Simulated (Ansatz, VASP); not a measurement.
**Two plane-wave programs on Sn**

Contents of INCAR:

```
ALGO = Fast
EDIFF = 1E-7
ENCUT = 520
GGA = PE
ISIF = 2
ISMEAR = 0
LASPH = T
LCHARG = F
LREAL = F
LWAVE = F
NBANDS = 21
NELM = 60
PREC = Accurate
SIGMA = 0.15
```

KPOINTS

```
k-points
0
Gamma
  18 18 18
```

POSCAR

```
Sn
1.0
   -2.9804213574      2.9804213574      1.5563644397
    2.9804213574     -2.9804213574      1.5563644397
    2.9804213574      2.9804213574     -1.5563644397
Sn
2
Direct
    0.7500000000      0.2500000000      0.5000000000
    0.0000000000      0.0000000000      0.0000000000
```

Input for Ansatz:

```yaml
crystal:
  lattice:
    - [-2.9804213574, 2.9804213574, 1.5563644397]
    - [2.9804213574, -2.9804213574, 1.5563644397]
    - [2.9804213574, 2.9804213574, -1.5563644397]
  atoms:
    - { symbol: Sn, position: [0.75, 0.25, 0.5] }
    - { symbol: Sn, position: [0.0, 0.0, 0.0] }
basis:
  ecutwfc: 420
kpoints:
  mp_grid: { grid: [18, 18, 18] }
hamiltonian:
  xc: pbe
scf:
  occupations: { method: gaussian, width: 0.15 }
output:
  forces: true
  stress: true
  eigenvalues: true
```

Alike in both runs: task single point; functional PBE; k mesh 18 × 18 × 18; occupations gaussian, width 0.15 eV; no spin polarisation.

```csv
,VASP,Ansatz
version,VASP 6.6.1,Ansatz 0.2.0
potentials or method,"VASP PAW PBE potentials, release 64 (Sn_d), cutoff 520 eV","scalar-relativistic, plane waves, PAW"
valence electrons in the cell,28,28
```

```tsv
	VASP	Ansatz	Ansatz less VASP
gap on the k mesh at the Fermi level (eV)	none	none	-
pressure (GPa)	1.4	1.5	+0.06
traceless stress, the component that is largest in VASP (GPa)	1.42	1.43	+0.004
```

A gap of «none» marks a metal or a gap that the smearing closes.
